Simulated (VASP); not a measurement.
# HfC in VASP: notebook, part 2 of 2

VASP 6.6.1.

## 3. Single point, PBE

Contents of INCAR:

```
SYSTEM = HfC
PREC = Accurate ; ENCUT = 520
EDIFF = 1E-7 ; ISMEAR = -5
SIGMA = 0.1 ; LREAL = .False.
LASPH = .True. ; NELM = 80
ALGO = Normal ; ISIF = 2
LWAVE = .False. ; LCHARG = .False.
GGA = PE ; NBANDS = 14
```

Contents of KPOINTS:

```
regular mesh
0
Gamma
  15 15 15
  0 0 0
```

Contents of POSCAR:

```
HfC
1.0
    0.0000000000      2.3250000000      2.3250000000
    2.3250000000      0.0000000000      2.3250000000
    2.3250000000      2.3250000000      0.0000000000
Hf C
1 1
Direct
    0.5000000000      0.5000000000      0.5000000000
    0.0000000000      0.0000000000      0.0000000000
```

Potentials or basis: VASP PAW PBE potentials, release 64 (Hf_pv, C).

Launch:

```bash
> cat potpaw_PBE.64/Hf_pv/POTCAR potpaw_PBE.64/C/POTCAR > POTCAR
> mpirun -np 1 vasp_std > vasp.out
```

OUTCAR:

```text
SYSTEM = HfC
   PREC = Accurate
   ENCUT = 520
   EDIFF = 1E-7
   ISMEAR = -5
   LREAL = .False.
   LASPH = .True.
   NELM = 80
   ISIF = 2
   GGA = PE

 ion  position               nearest neighbor table
   1  0.500  0.500  0.500-   2 2.33   2 2.33   2 2.33   2 2.33   2 2.33   2 2.33
   2  0.000  0.000  0.000-   1 2.33   1 2.33   1 2.33   1 2.33   1 2.33   1 2.33

  LATTYP: Found a face centered cubic cell.
 ALAT       =     4.6500000000

  Lattice vectors:

 A1 = (   0.0000000000,   2.3250000000,   2.3250000000)
 A2 = (   2.3250000000,   0.0000000000,   2.3250000000)
 A3 = (   2.3250000000,   2.3250000000,   0.0000000000)

Analysis of symmetry for initial positions (statically):
=====================================================================
 Subroutine PRICEL returns:
 Original cell was already a primitive cell.

 Routine SETGRP: Setting up the symmetry group for a
 face centered cubic supercell.

 Subroutine GETGRP returns: Found 48 space group operations
 (whereof 48 operations were pure point group operations)
 out of a pool of 48 trial point group operations.

The static configuration has the point symmetry O_h .

Analysis of symmetry for dynamics (positions and initial velocities):
=====================================================================
 Subroutine PRICEL returns:
 Original cell was already a primitive cell.

 Routine SETGRP: Setting up the symmetry group for a
 face centered cubic supercell.

 Subroutine GETGRP returns: Found 48 space group operations
 (whereof 48 operations were pure point group operations)
 out of a pool of 48 trial point group operations.

The dynamic configuration has the point symmetry O_h .

 Subroutine INISYM returns: Found 48 space group operations
 (whereof 48 operations are pure point group operations),
 and found     1 'primitive' translations

----------------------------------------------------------------------------------------

                                     Primitive cell

  volume of cell :      25.1362

  direct lattice vectors                    reciprocal lattice vectors
     0.000000000  2.325000000  2.325000000    -0.215053763  0.215053763  0.215053763
     2.325000000  0.000000000  2.325000000     0.215053763 -0.215053763  0.215053763
     2.325000000  2.325000000  0.000000000     0.215053763  0.215053763 -0.215053763

  length of vectors
     3.288046533  3.288046533  3.288046533     0.372484045  0.372484045  0.372484045

  position of ions in fractional coordinates (direct lattice)
     0.500000000  0.500000000  0.500000000
     0.000000000  0.000000000  0.000000000

  ion indices of the primitive-cell ions
   primitive index   ion index
                 1           1
                 2           2

----------------------------------------------------------------------------------------

 KPOINTS: regular mesh

Automatic generation of k-mesh.
 Grid dimensions read from file:
 generate k-points for:   15   15   15

 Generating k-lattice:

  Cartesian coordinates                     Fractional coordinates (reciprocal lattice)
    -0.014336918  0.014336918  0.014336918     0.066666667  0.000000000  0.000000000
     0.014336918 -0.014336918  0.014336918     0.000000000  0.066666667  0.000000000
     0.014336918  0.014336918 -0.014336918     0.000000000  0.000000000  0.066666667

  Length of vectors
     0.024832270  0.024832270  0.024832270

  Shift w.r.t. Gamma in fractional coordinates (k-lattice)
     0.000000000  0.000000000  0.000000000

 TETIRR: Found    484 inequivalent tetrahedra from    20250

 Subroutine IBZKPT returns following result:
 ===========================================

 Found    120 irreducible k-points:

 Following reciprocal coordinates:
            Coordinates               Weight
  0.000000  0.000000  0.000000      1.000000
  0.066667  0.000000  0.000000      8.000000
  0.133333  0.000000  0.000000      8.000000
  0.200000  0.000000  0.000000      8.000000
  0.266667  0.000000  0.000000      8.000000
  0.333333  0.000000  0.000000      8.000000
[... 16 lines left out ...]
  0.133333  0.133333  0.000000      6.000000
  0.200000  0.133333  0.000000     24.000000
 [... further k-points ...]
   k-points           NKPTS =    120   k-points in BZ     NKDIM =    120   number of bands    NBANDS=     14
   number of dos      NEDOS =    301   number of ions     NIONS =      2
   total plane-waves  NPLWV =  13824
   dimension x,y,z NGX =    24 NGY =   24 NGZ =   24
   dimension x,y,z NGXF=    48 NGYF=   48 NGZF=   48
   ions per type =               1   1
   NGX,Y,Z   is equivalent  to a cutoff of  12.13, 12.13, 12.13 a.u.
   NGXF,Y,Z  is equivalent  to a cutoff of  24.27, 24.27, 24.27 a.u.
 SYSTEM =  HfC
   PREC   = accura    normal or accurate (medium, high low for compatibility)
   ISTART =      0    job   : 0-new  1-cont  2-samecut
   ICHARG =      2    charge: 1-file 2-atom 10-const
   ISPIN  =      1    spin polarized calculation?
   LNONCOLLINEAR =      F non collinear calculations
   LSORBIT =      F    spin-orbit coupling
   LASPH  =      T    aspherical Exc in radial PAW
   ENCUT  =  520.0 eV  38.22 Ry    6.18 a.u.   6.11  6.11  6.11*2*pi/ulx,y,z
   NELM   =     80;   NELMIN=  2; NELMDL= -5     # of ELM steps
   EDIFF  = 0.1E-06   stopping-criterion for ELM
   LREAL  =      F    real-space projection
   EDIFFG = 0.1E-05   stopping-criterion for IOM
   NSW    =      0    number of steps for IOM
   IBRION =     -1    ionic relax: 0-MD 1-quasi-New 2-CG
   NFREE  =      0    steps in history (QN), initial steepest desc. (CG)
   ISIF   =      2    stress and relaxation
   ISYM   =      2    0-nonsym 1-usesym 2-fastsym
   POTIM  = 0.5000    time-step for ionic-motion
   TEBEG  =    0.0;   TEEND  =   0.0 temperature during run
   PSTRESS=    0.0 pullay stress
   NELECT =      14.0000    total number of electrons
   NUPDOWN=      -1.0000    fix difference up-down
   EMIN   =  10.00;   EMAX   =-10.00  energy-range for DOS
   EFERMI =   0.00;   METHOD = LEGACY
   ISMEAR =    -5;   SIGMA  =   0.10  broadening in eV -4-tet -1-fermi 0-gaus
   EFERMI_NEDOS =   21; number of points for ismear=-14 and -15
   IALGO  =     38    algorithm
   IMIX   =      4    mixing-type and parameters
     AMIX     =   0.40;   BMIX     =  1.00
     AMIX_MAG =   1.60;   BMIX_MAG =  1.00
  volume/ion in A,a.u.               =      12.57        84.81
  Fermi-wavevector in a.u.,A,eV,Ry     =   1.346949  2.545365 24.684672  1.814272
  Thomas-Fermi vector in A             =   2.474740
   LORBIT       =      0    0 simple, 1 ext, 2 COOP (PROOUT), +10 PAW based schemes
   GGA     = PE    functional components
   LHFCALC =     F    Hartree Fock is set to
   AEXX    =    0.0000 exact exchange contribution
   IVDW    =     0    specifies the selected vdW correction
   LEPSILON=     F    determine dielectric tensor
   LRPA    =     F    only Hartree local field effects (RPA)
 non-spin polarized calculation
 Fermi weights with tetrahedron method with Bloechl corrections
  energy-cutoff  :      520.00
  volume of cell :       25.14
 maximum number of plane-waves:       688
   NGX = 13   NGY = 13   NGZ = 13

 number of electron      14.0000000 magnetization

 Free energy of the ion-electron system (eV)
  ---------------------------------------------------
  ext. energy  EPLUGINS =         0.00000000
  ---------------------------------------------------
  free energy    TOTEN  =       -21.04584438 eV

  energy without entropy =      -21.04584438  energy(sigma->0) =      -21.04584438

 E-fermi :   5.9707     XC(G=0): -12.2850

 val. band max:        6.1429905142   @ k =   0.0667   0.0000   0.0000
 cond. band min:       5.9102080703   @ k =   0.4000   0.3333   0.0000
 fundamental gap:     -0.2327824439
 Fermi energy:         5.9706617414

 k-point     1 :       0.0000    0.0000    0.0000
  band No.  band energies     occupation
      1     -23.6191      2.00000
      2     -23.6191      2.00000
      3     -23.6191      2.00000
      4      -6.3551      2.00000
      5       6.9545     -0.27293
      6       6.9545      0.00000
      7       6.9545      0.00000
      8       7.3447      0.00000
      9       7.3447      0.00000
     10       7.3447      0.00000
     11       9.3440      0.00000
     12       9.3440      0.00000
     13      12.7824      0.00000
     14      16.9542      0.00000
[... 375 lines left out ...]
 k-point    24 :       0.2000    0.1333    0.0000
  band No.  band energies     occupation
      1     -23.8104      2.00000
      2     -23.6767      2.00000
      3     -23.6695      2.00000
      4      -5.4564      2.00000
      5       3.4866      2.00000
      6       5.2562      2.00000
      7       5.5206      2.00000
      8       6.7166     -0.00075
      9       9.4411      0.00000
     10       9.7413      0.00000
     11      10.4972      0.00000
     12      12.1900      0.00000
     13      15.4238      0.00000
     14      19.4121      0.00000

 [... further k-points ...]
[... 5 lines left out ...]
  --------------------------------------------------------------------------------------
  -------------------------------------------------------------------------------------
  Total       -0.0711650     -0.0711650     -0.0711650     -0.0000000     -0.0000000      0.0000000
  in kB       -4.5360559     -4.5360559     -4.5360559     -0.0000000     -0.0000000      0.0000000
  external PRESSURE =      -4.5360559 kB  Pullay stress =       0.0000000 kB

 VOLUME and BASIS-vectors are now :
 -----------------------------------------------------------------------------
  energy-cutoff  :      520.00
  volume of cell :       25.14
      direct lattice vectors                 reciprocal lattice vectors
     0.000000000  2.325000000  2.325000000    -0.215053763  0.215053763  0.215053763
     2.325000000  0.000000000  2.325000000     0.215053763 -0.215053763  0.215053763
     2.325000000  2.325000000  0.000000000     0.215053763  0.215053763 -0.215053763

 POSITION                                       TOTAL-FORCE (eV/Angst)
 -----------------------------------------------------------------------------------
      2.32500      2.32500      2.32500        -0.000000      0.000000     -0.000000
      0.00000      0.00000      0.00000         0.000000     -0.000000      0.000000
 -----------------------------------------------------------------------------------
    total drift:                                0.000000     -0.000000      0.000000

  FREE ENERGIE OF THE ION-ELECTRON SYSTEM (eV)
  ---------------------------------------------------
  free  energy   TOTEN  =       -21.0458443782 eV

  energy  without entropy=      -21.0458443782  energy(sigma->0) =      -21.04584438
```

OSZICAR:

```text
N       E                     dE             d eps       ncg     rms          rms(c)
DAV:   1     0.236023441785E+02    0.23602E+02   -0.77187E+03  3384   0.982E+02
DAV:   2    -0.226125721959E+02   -0.46215E+02   -0.43516E+02  4466   0.201E+02
DAV:   3    -0.242193232222E+02   -0.16068E+01   -0.16013E+01  3954   0.270E+01
DAV:   4    -0.242265038685E+02   -0.71806E-02   -0.71802E-02  4002   0.225E+00
DAV:   5    -0.242265489125E+02   -0.45044E-04   -0.45044E-04  4004   0.160E-01    0.569E+01
DAV:   6    -0.211150195801E+02    0.31115E+01   -0.12023E+01  3648   0.182E+01    0.409E+01
DAV:   7    -0.210612654862E+02    0.53754E-01   -0.55168E-01  4218   0.520E+00    0.249E+01
DAV:   8    -0.210525237403E+02    0.87417E-02   -0.73271E-02  3954   0.217E+00    0.643E+00
DAV:   9    -0.210461209593E+02    0.64028E-02   -0.22633E-02  3846   0.893E-01    0.210E+00
DAV:  10    -0.210458503610E+02    0.27060E-03   -0.13244E-03  4166   0.270E-01    0.593E-02
DAV:  11    -0.210458451095E+02    0.52515E-05   -0.73617E-05  3984   0.702E-02    0.208E-02
DAV:  12    -0.210458449997E+02    0.10981E-06   -0.25298E-06  4182   0.141E-02    0.145E-02
DAV:  13    -0.210458444074E+02    0.59227E-06   -0.19532E-07  3228   0.341E-03    0.220E-03
DAV:  14    -0.210458443782E+02    0.29285E-07   -0.20737E-08  2490   0.117E-03
   1 F= -.21045844E+02 E0= -.21045844E+02  d E =0.000000E+00
```

It took 68 s on 1 thread of AMD EPYC 7R13, shared host; peak memory 0.14 GiB.

What came out:

```
Free energy            : -21.0458 eV
Pressure               : -0.5 GPa
Band gap on the k mesh : zero (band 7 reaches 6.95 eV, above the bottom of band 8 at 5.53 eV)
```

Levels at points of the mesh, in eV from the Fermi level:
```tsv
k point	band 5	band 6	band 7	band 8	band 9	band 10
(0.00, 0.00, 0.00)	0.98	0.98	0.98	1.37	1.37	1.37
```

Caveat: spin-orbit coupling is left out, which moves the levels of the heavy elements; tetrahedron occupations give inexact forces and stress in metals.

## 4. Single point, PBE

Contents of INCAR:

```
SYSTEM = HfC
  ALGO = Normal
  EDIFF = 1E-7
  ENCUT = 520
  GGA = PE
  ISIF = 2
  ISMEAR = -1
  LASPH = .True.
  LCHARG = .False.
  LREAL = .False.
  LWAVE = .False.
  NBANDS = 14
  NELM = 100
  PREC = Accurate
  SIGMA = 0.05
```

Contents of KPOINTS:

```
k-points
0
Gamma
  15 15 15
  0 0 0
```

POSCAR is that of step 3.

Launch:

```bash
> cat potpaw_PBE.64/Hf_pv/POTCAR potpaw_PBE.64/C/POTCAR > POTCAR
> mpirun -np 1 vasp_std > vasp.out
```

Wall time 68 s (1 thread of AMD EPYC 7R13, shared host); peak memory 0.14 GiB.

Results (log left out):

* Free energy: -21.0463 eV
* Pressure: -0.4 GPa
* Band gap on the k mesh: zero (band 7 reaches 6.95 eV, above the bottom of band 8 at 5.53 eV)

Levels at points of the mesh, in eV from the Fermi level:
```tsv
k point	band 5	band 6	band 7	band 8	band 9	band 10
(0.00, 0.00, 0.00)	1.03	1.03	1.03	1.42	1.42	1.42
```

Caveat: spin-orbit coupling is left out, which moves the levels of the heavy elements.

## 5. Single point, PBE (z stretched by -1.5 % at fixed volume)

Contents of INCAR:

```
SYSTEM = HfC
PREC     = Accurate       ! precision mode
ENCUT    = 520            ! plane-wave cutoff, eV
EDIFF    = 1E-7           ! SCF threshold, eV
ISMEAR   = -1             ! smearing method
SIGMA    = 0.05           ! smearing width, eV
LREAL    = .False.        ! projectors in reciprocal space
LASPH    = .True.         ! aspherical terms in the spheres
NELM     = 100            ! most SCF steps
ALGO     = Normal         ! electronic algorithm
ISIF     = 2              ! what is computed and relaxed
LWAVE    = .False.        ! write WAVECAR
LCHARG   = .False.        ! write CHGCAR
GGA      = PE             ! functional
NBANDS   = 14             ! bands
```

Contents of KPOINTS:

```
regular mesh
0
Gamma
  15 15 15
  0 0 0
```

Contents of POSCAR:

```
HfC
1.0
    0.0000000000      2.3426361566      2.2901250000
    2.3426361566      0.0000000000      2.2901250000
    2.3426361566      2.3426361566      0.0000000000
Hf C
1 1
Direct
    0.5000000000      0.5000000000      0.5000000000
    0.0000000000      0.0000000000      0.0000000000
```

Launch:

```bash
> cat potpaw_PBE.64/Hf_pv/POTCAR potpaw_PBE.64/C/POTCAR > POTCAR
> mpirun -np 1 vasp_std > vasp.out
```

It took 3.1 min on 1 thread of AMD EPYC 7R13, shared host; peak memory 0.2 GiB.

It converged, with:

| Property | Result |
| --- | --- |
| Free energy | -21.0355 eV |
| Pressure | -0.2 GPa |
| Band gap on the k mesh | zero (band 7 reaches 7.03 eV, above the bottom of band 8 at 5.38 eV) |

Stress tensor (GPa, compression positive):
```
-3.30  0.00  0.00
 0.00 -3.30  0.00
 0.00  0.00  5.97
```

Levels at points of the mesh, in eV from the Fermi level:
```
           k point  band 4  band 5  band 6  band 7  band 8  band 9  band 10  band 11
(0.00, 0.00, 0.00)  -12.29    0.98    0.98    1.10    1.34    1.34     1.58     3.26
```

Caveat: spin-orbit coupling is left out, which moves the levels of the heavy elements.

## 6. The runs side by side

```tsv
cell	smearing	gap on the mesh (eV)	pressure (GPa)
a = 3.288 Å, angles 60.0°, 2 atoms	methfessel-paxton 0.15 eV	none	-0.5
a = 3.288 Å, angles 60.0°, 2 atoms	tetrahedron	none	-0.5
a = 3.288 Å, angles 60.0°, 2 atoms	fermi-dirac 0.05 eV	none	-0.4
a = 3.276, b = 3.276, c = 3.313 Å, angles 59.6, 59.6, 60.7°, 2 atoms	fermi-dirac 0.05 eV	none	-0.2
```

Alike in all rows: task single point; level PBE; potentials or basis VASP PAW PBE potentials, release 64 (Hf_pv, C); no spin polarisation; k mesh 15 × 15 × 15; cutoff (eV) 520.

Every run on the cell as given and a fine mesh finds a metal.

Caveats: spin-orbit coupling is left out, which moves the levels of the heavy elements; tetrahedron occupations give inexact forces and stress in metals (some runs).

Total energies depend on the potentials used, so only differences within one code and one set of settings carry meaning.
